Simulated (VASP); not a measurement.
# Ge (Fd-3m) in VASP: further runs

Aim: see how the results for Ge move with the level of theory and the settings. Levels: PBE, r2SCAN. Tasks: relaxation of cell and atoms.

Everything below comes from runs of VASP 6.6.1. Logs are shortened: lines on timing, memory, paths and dates and some standing lists are left out, and cuts for length are marked.

## 1. The cell of the first run

The structure is cubic, space group Fd-3m (No. 227). Conventional cell: a = 5.657 Å, b = 5.657 Å, c = 5.657 Å, α = 90.00°, β = 90.00°, γ = 90.00°. Ge (site symmetry -43m) has 4 Ge at 2.45 Å within 3.2 Å.

## 2. Relaxation of cell and atoms, PBE

The input, INCAR:

```
  PREC = Accurate
  ENCUT = 600
  EDIFF = 1E-6
  ISMEAR = -1
  SIGMA = 0.05
  LREAL = F
  LASPH = T
  NELM = 60
  ALGO = Normal
  ISIF = 3
  LWAVE = F
  LCHARG = F
  GGA = PE
  IBRION = 2
  NSW = 80
  EDIFFG = -0.01
```

The input, KPOINTS:

```
regular mesh
0
Gamma
  12 12 12
```

The input, POSCAR:

```
Ge
1.0
    0.0000000000      2.8286750000      2.8286750000
    2.8286750000      0.0000000000      2.8286750000
    2.8286750000      2.8286750000      0.0000000000
Ge
2
Direct
    0.0000000000      0.0000000000      0.0000000000
    0.2500000000      0.2500000000      0.2500000000
```

Potentials or basis: VASP PAW PBE potentials, release 64 (Ge_d).

The run is started by

```
$ cat potpaw_PBE.64/Ge_d/POTCAR > POTCAR
$ mpirun -np 1 vasp_std > vasp.out
```

OUTCAR:

```text
PREC = Accurate
   ENCUT = 600
   EDIFF = 1E-6
   ISMEAR = -1
   LREAL = F
   LASPH = T
   NELM = 60
   ISIF = 3
   GGA = PE
   IBRION = 2
   NSW = 80
   EDIFFG = -0.01

 ion  position               nearest neighbor table
   1  0.000  0.000  0.000-   2 2.45   2 2.45   2 2.45   2 2.45
   2  0.250  0.250  0.250-   1 2.45   1 2.45   1 2.45   1 2.45

  LATTYP: Found a face centered cubic cell.
 ALAT       =     5.6573500000

  Lattice vectors:

 A1 = (   0.0000000000,   2.8286750000,   2.8286750000)
 A2 = (   2.8286750000,   0.0000000000,   2.8286750000)
 A3 = (   2.8286750000,   2.8286750000,   0.0000000000)

Analysis of symmetry for initial positions (statically):
=====================================================================
 Subroutine PRICEL returns:
 Original cell was already a primitive cell.

 Routine SETGRP: Setting up the symmetry group for a
 face centered cubic supercell.

 Subroutine GETGRP returns: Found 48 space group operations
 (whereof 24 operations were pure point group operations)
 out of a pool of 48 trial point group operations.

The static configuration has the point symmetry T_d .
 The point group associated with its full space group is O_h .

Analysis of symmetry for dynamics (positions and initial velocities):
=====================================================================
 Subroutine PRICEL returns:
 Original cell was already a primitive cell.

 Routine SETGRP: Setting up the symmetry group for a
 face centered cubic supercell.

 Subroutine GETGRP returns: Found 48 space group operations
 (whereof 24 operations were pure point group operations)
 out of a pool of 48 trial point group operations.

The dynamic configuration has the point symmetry T_d .
 The point group associated with its full space group is O_h .

 Subroutine INISYM returns: Found 48 space group operations
 (whereof 24 operations are pure point group operations),
 and found     1 'primitive' translations

----------------------------------------------------------------------------------------

                                     Primitive cell

  volume of cell :      45.2667

  direct lattice vectors                    reciprocal lattice vectors
     0.000000000  2.828675000  2.828675000    -0.176761204  0.176761204  0.176761204
     2.828675000  0.000000000  2.828675000     0.176761204 -0.176761204  0.176761204
     2.828675000  2.828675000  0.000000000     0.176761204  0.176761204 -0.176761204

  length of vectors
     4.000350549  4.000350549  4.000350549     0.306159387  0.306159387  0.306159387

  position of ions in fractional coordinates (direct lattice)
     0.000000000  0.000000000  0.000000000
     0.250000000  0.250000000  0.250000000

  ion indices of the primitive-cell ions
   primitive index   ion index
                 1           1
                 2           2

----------------------------------------------------------------------------------------

 KPOINTS: regular mesh

Automatic generation of k-mesh.
 Grid dimensions read from file:
 generate k-points for:   12   12   12

 Generating k-lattice:

  Cartesian coordinates                     Fractional coordinates (reciprocal lattice)
    -0.014730100  0.014730100  0.014730100     0.083333333  0.000000000  0.000000000
     0.014730100 -0.014730100  0.014730100     0.000000000  0.083333333  0.000000000
     0.014730100  0.014730100 -0.014730100     0.000000000  0.000000000  0.083333333

  Length of vectors
     0.025513282  0.025513282  0.025513282

  Shift w.r.t. Gamma in fractional coordinates (k-lattice)
     0.000000000  0.000000000  0.000000000

 Subroutine IBZKPT returns following result:
 ===========================================

 Found     72 irreducible k-points:

 Following reciprocal coordinates:
            Coordinates               Weight
  0.000000  0.000000  0.000000      1.000000
  0.083333  0.000000  0.000000      8.000000
  0.166667  0.000000  0.000000      8.000000
  0.250000  0.000000  0.000000      8.000000
  0.333333  0.000000  0.000000      8.000000
  0.416667  0.000000  0.000000      8.000000
[... 16 lines left out ...]
  0.500000  0.166667  0.000000     24.000000
 -0.416667  0.166667  0.000000     24.000000
 [... further k-points ...]
   k-points           NKPTS =     72   k-points in BZ     NKDIM =     72   number of bands    NBANDS=     18
   number of dos      NEDOS =    301   number of ions     NIONS =      2
   total plane-waves  NPLWV =  32768
   dimension x,y,z NGX =    32 NGY =   32 NGZ =   32
   dimension x,y,z NGXF=    64 NGYF=   64 NGZF=   64
   ions per type =               2
   NGX,Y,Z   is equivalent  to a cutoff of  13.30, 13.30, 13.30 a.u.
   NGXF,Y,Z  is equivalent  to a cutoff of  26.60, 26.60, 26.60 a.u.
 SYSTEM =  unknown system
   PREC   = accura    normal or accurate (medium, high low for compatibility)
   ISTART =      0    job   : 0-new  1-cont  2-samecut
   ICHARG =      2    charge: 1-file 2-atom 10-const
   ISPIN  =      1    spin polarized calculation?
   LNONCOLLINEAR =      F non collinear calculations
   LSORBIT =      F    spin-orbit coupling
   LASPH  =      T    aspherical Exc in radial PAW
   ENCUT  =  600.0 eV  44.10 Ry    6.64 a.u.   7.99  7.99  7.99*2*pi/ulx,y,z
   NELM   =     60;   NELMIN=  2; NELMDL= -5     # of ELM steps
   EDIFF  = 0.1E-05   stopping-criterion for ELM
   LREAL  =      F    real-space projection
   EDIFFG = -.1E-01   stopping-criterion for IOM
   NSW    =     80    number of steps for IOM
   IBRION =      2    ionic relax: 0-MD 1-quasi-New 2-CG
   NFREE  =      1    steps in history (QN), initial steepest desc. (CG)
   ISIF   =      3    stress and relaxation
   ISYM   =      2    0-nonsym 1-usesym 2-fastsym
   POTIM  = 0.5000    time-step for ionic-motion
   TEBEG  =    0.0;   TEEND  =   0.0 temperature during run
   PSTRESS=    0.0 pullay stress
   NELECT =      28.0000    total number of electrons
   NUPDOWN=      -1.0000    fix difference up-down
   EMIN   =  10.00;   EMAX   =-10.00  energy-range for DOS
   EFERMI =   0.00;   METHOD = LEGACY
   ISMEAR =    -1;   SIGMA  =   0.05  broadening in eV -4-tet -1-fermi 0-gaus
   EFERMI_NEDOS =   21; number of points for ismear=-14 and -15
   IALGO  =     38    algorithm
   IMIX   =      4    mixing-type and parameters
     AMIX     =   0.40;   BMIX     =  1.00
     AMIX_MAG =   1.60;   BMIX_MAG =  1.00
  volume/ion in A,a.u.               =      22.63       152.74
  Fermi-wavevector in a.u.,A,eV,Ry     =   1.394872  2.635926 26.472431  1.945669
  Thomas-Fermi vector in A             =   2.518379
   LORBIT       =      0    0 simple, 1 ext, 2 COOP (PROOUT), +10 PAW based schemes
   GGA     = PE    functional components
   LHFCALC =     F    Hartree Fock is set to
   AEXX    =    0.0000 exact exchange contribution
   IVDW    =     0    specifies the selected vdW correction
   LEPSILON=     F    determine dielectric tensor
   LRPA    =     F    only Hartree local field effects (RPA)
 conjugate gradient relaxation of ions
 non-spin polarized calculation
  energy-cutoff  :      600.00
  volume of cell :       45.27
 maximum number of plane-waves:      1540
   NGX = 15   NGY = 15   NGZ = 15

--------------------------------------- Ionic step        1  -------------------------------------------

 number of electron      28.0000013 magnetization

 Free energy of the ion-electron system (eV)
  ---------------------------------------------------
  ext. energy  EPLUGINS =         0.00000000
  ---------------------------------------------------
  free energy    TOTEN  =        -9.00891544 eV

  energy without entropy =       -9.00856245  energy(sigma->0) =       -9.00873895

 E-fermi :   5.0504     XC(G=0):  -9.9261

 val. band max:        5.0311636764   @ k =   0.0000   0.0000   0.0000
 cond. band min:       5.1798622602   @ k =   0.5000   0.0000   0.0000
 fundamental gap:      0.1486985838
 Fermi energy:         5.0504477881

 k-point     1 :       0.0000    0.0000    0.0000
  band No.  band energies     occupation
      1     -19.8207      2.00000
      2     -19.8207      2.00000
      3     -19.8207      2.00000
      4     -19.7845      2.00000
      5     -19.7845      2.00000
      6     -19.5739      2.00000
[... 10 lines left out ...]
     17       7.5492      0.00000
     18       7.5492      0.00000
[... 613 lines left out ...]
 POSITION                                       TOTAL-FORCE (eV/Angst)
 -----------------------------------------------------------------------------------
      0.00000      0.00000      0.00000        -0.000000     -0.000000     -0.000000
      1.43830      1.43830      1.43830         0.000000      0.000000      0.000000
 -----------------------------------------------------------------------------------
    total drift:                               -0.000000      0.000000      0.000000

  FREE ENERGIE OF THE ION-ELECTRON SYSTEM (eV)
  ---------------------------------------------------
  free  energy   TOTEN  =        -9.0361553371 eV

  energy  without entropy=       -9.0353875750  energy(sigma->0) =       -9.03577146

--------------------------------------- Ionic step        5  -------------------------------------------

 number of electron      28.0000017 magnetization

 Free energy of the ion-electron system (eV)
  ---------------------------------------------------
  ext. energy  EPLUGINS =         0.00000000
  ---------------------------------------------------
  free energy    TOTEN  =        -9.03625744 eV

  energy without entropy =       -9.03546840  energy(sigma->0) =       -9.03586292

 E-fermi :   4.4865     XC(G=0):  -9.6808

 val. band max:        4.3435540975   @ k =   0.0833   0.0000   0.0000
 cond. band min:       4.4984243973   @ k =   0.0000   0.0000   0.0000
 fundamental gap:      0.1548702998
 Fermi energy:         4.4865232898

 k-point     1 :       0.0000    0.0000    0.0000
  band No.  band energies     occupation
      1     -20.2492      2.00000
      2     -20.2492      2.00000
      3     -20.2492      2.00000
      4     -20.2169      2.00000
      5     -20.2169      2.00000
      6     -20.0329      2.00000
[... 10 lines left out ...]
     17       7.0291      0.00000
     18       7.0291      0.00000
[... 505 lines left out ...]
 POSITION                                       TOTAL-FORCE (eV/Angst)
 -----------------------------------------------------------------------------------
      0.00000      0.00000      0.00000         0.000000      0.000000      0.000000
      1.43919      1.43919      1.43919         0.000000     -0.000000     -0.000000
 -----------------------------------------------------------------------------------
    total drift:                               -0.000000      0.000000      0.000000

  FREE ENERGIE OF THE ION-ELECTRON SYSTEM (eV)
  ---------------------------------------------------
  free  energy   TOTEN  =        -9.0362574359 eV

  energy  without entropy=       -9.0354684043  energy(sigma->0) =       -9.03586292

 reached required accuracy - stopping structural energy minimisation
```

Run time: 4.9 min. Hardware: 1 thread of Intel Xeon 8259CL, shared host; peak memory 0.22 GiB.

Results:

- Free energy: -9.0363 eV
- Relaxed volume: 23.85 Å³/atom
- Relaxed cell: a = 4.071 Å, b = 4.071 Å, c = 4.071 Å, α = 60.00°, β = 60.00°, γ = 60.00°
- Space group after relaxing (to 0.1 Å): Fd-3m (No. 227)
- Energy gained by relaxing: 13.7 meV/atom
- Ionic steps: 5
- Pressure after relaxing: 0.0 GPa
- Band gap on the k mesh: zero (filled and empty bands touch)

Step by step:
```tsv
step	energy change (eV)	largest force (eV/Å)	pressure (GPa)	volume (Å³)
1	0.0000	0.0000	3.60	45.27
2	-0.0245	0.0000	-1.14	48.68
3	-0.0274	0.0000	-0.27	47.79
4	-0.0272	0.0000	0.24	47.61
5	-0.0273	0.0000	0.02	47.69
```

Final structure:
```
Ge
1.0
     0.00000    2.87837    2.87837
     2.87837    0.00000    2.87837
     2.87837    2.87837    0.00000
Ge
2
Direct
  0.00000 0.00000 0.00000
  0.25000 0.25000 0.25000
```

Levels at points of the mesh, in eV from the Fermi level:
| k point | band 11 | band 12 | band 13 | band 14 | band 15 | band 16 | band 17 | band 18 |
| --- | --- | --- | --- | --- | --- | --- | --- | --- |
| (0.00, 0.00, 0.00) | -12.37 | -0.42 | 0.01 | 0.01 | 0.01 | 2.54 | 2.54 | 2.54 |
| (0.50, 0.00, 0.00) | -10.41 | -7.36 | -1.31 | -1.31 | 0.04 | 3.73 | 3.73 | 7.11 |
| (0.50, 0.50, 0.00) | -8.68 | -8.68 | -2.88 | -2.88 | 0.83 | 0.83 | 9.10 | 9.10 |

Caveat: semilocal functionals underestimate gaps, so a narrow gap can read as zero. PBE usually gives volumes a little too large and moduli too small.

## 3. Relaxation of cell and atoms, r2SCAN

POSCAR is that of step 2.

The input, INCAR.step1:

```
SYSTEM = Ge
ALGO     = Normal         ! electronic algorithm
EDIFF    = 1E-4           ! SCF threshold, eV
ENCUT    = 600            ! plane-wave cutoff, eV
GGA      = PE             ! functional
ISMEAR   = -1             ! smearing method
LASPH    = .TRUE.         ! aspherical terms in the spheres
LCHARG   = .FALSE.        ! write CHGCAR
LREAL    = .FALSE.        ! projectors in reciprocal space
LWAVE    = .TRUE.         ! write WAVECAR
NELM     = 60             ! most SCF steps
PREC     = Accurate       ! precision mode
SIGMA    = 0.05           ! smearing width, eV
```

The input, INCAR.step2:

```
SYSTEM = Ge
ALGO     = Normal         ! electronic algorithm
EDIFF    = 1E-7           ! SCF threshold, eV
EDIFFG   = -0.01          ! ionic threshold
ENCUT    = 600            ! plane-wave cutoff, eV
IBRION   = 2              ! ionic algorithm
ISIF     = 3              ! what is computed and relaxed
ISMEAR   = -1             ! smearing method
ISTART   = 1            
LASPH    = .TRUE.         ! aspherical terms in the spheres
LCHARG   = .FALSE.        ! write CHGCAR
LMIXTAU  = .TRUE.       
LREAL    = .FALSE.        ! projectors in reciprocal space
LWAVE    = .FALSE.        ! write WAVECAR
METAGGA  = R2SCAN         ! meta-GGA
NELM     = 60             ! most SCF steps
NSW      = 80             ! ionic steps
PREC     = Accurate       ! precision mode
SIGMA    = 0.05           ! smearing width, eV
```

The input, KPOINTS:

```
k-points
0
G
  12 12 12
  0 0 0
```

Potentials or basis: VASP PAW PBE potentials, release 64 (Ge_d).

The run is started by

```
$ cat potpaw_PBE.64/Ge_d/POTCAR > POTCAR
$ cp INCAR.step1 INCAR
$ mpirun -np 1 vasp_std > vasp.out
$ cp INCAR.step2 INCAR
$ mpirun -np 1 vasp_std > vasp.out
```

Wall time 10 min (1 thread of Intel Xeon 8259CL, shared host); peak memory 0.23 GiB.

Results (log left out):

- Free energy: -27.7458 eV
- Relaxed volume: 22.88 Å³/atom
- Relaxed cell: a = 4.015 Å, b = 4.015 Å, c = 4.015 Å, α = 60.00°, β = 60.00°, γ = 60.00°
- Space group after relaxing (to 0.1 Å): Fd-3m (No. 227)
- Energy gained by relaxing: 0.6 meV/atom
- Ionic steps: 3
- Pressure after relaxing: 0.0 GPa
- Band gap on the k mesh: 0.30 eV

Step by step:
| step | energy change (eV) | largest force (eV/Å) | pressure (GPa) | volume (Å³) |
| --- | --- | --- | --- | --- |
| 1 | 0.0000 | 0.0000 | 0.79 | 45.27 |
| 2 | -0.0009 | 0.0000 | -0.34 | 46.00 |
| 3 | -0.0012 | 0.0000 | 0.01 | 45.75 |

Final structure:
```cif
data_structure
_symmetry_space_group_name_H-M 'P 1'
_symmetry_Int_Tables_number 1
_cell_length_a 4.0145
_cell_length_b 4.0145
_cell_length_c 4.0145
_cell_angle_alpha 60.000
_cell_angle_beta 60.000
_cell_angle_gamma 60.000
_cell_volume 45.75
loop_
_atom_site_label
_atom_site_type_symbol
_atom_site_fract_x
_atom_site_fract_y
_atom_site_fract_z
_atom_site_occupancy
Ge1 Ge 0.00000 0.00000 0.00000 1
Ge2 Ge 0.25000 0.25000 0.25000 1
```

Levels at points of the mesh, in eV from the valence-band top:
| k point | band 11 | band 12 | band 13 | band 14 | band 15 | band 16 | band 17 | band 18 |
| --- | --- | --- | --- | --- | --- | --- | --- | --- |
| (0.00, 0.00, 0.00) | -13.22 | 0.00 | 0.00 | 0.00 | 0.30 | 2.71 | 2.71 | 2.71 |
| (0.50, 0.00, 0.00) | -11.06 | -7.82 | -1.47 | -1.47 | 0.41 | 3.99 | 3.99 | 7.65 |
| (0.50, 0.50, 0.00) | -9.18 | -9.18 | -3.19 | -3.19 | 0.99 | 0.99 | 10.02 | 10.02 |

Caveat: the PAW data sets were made with another functional, which shifts forces and pressure a little.
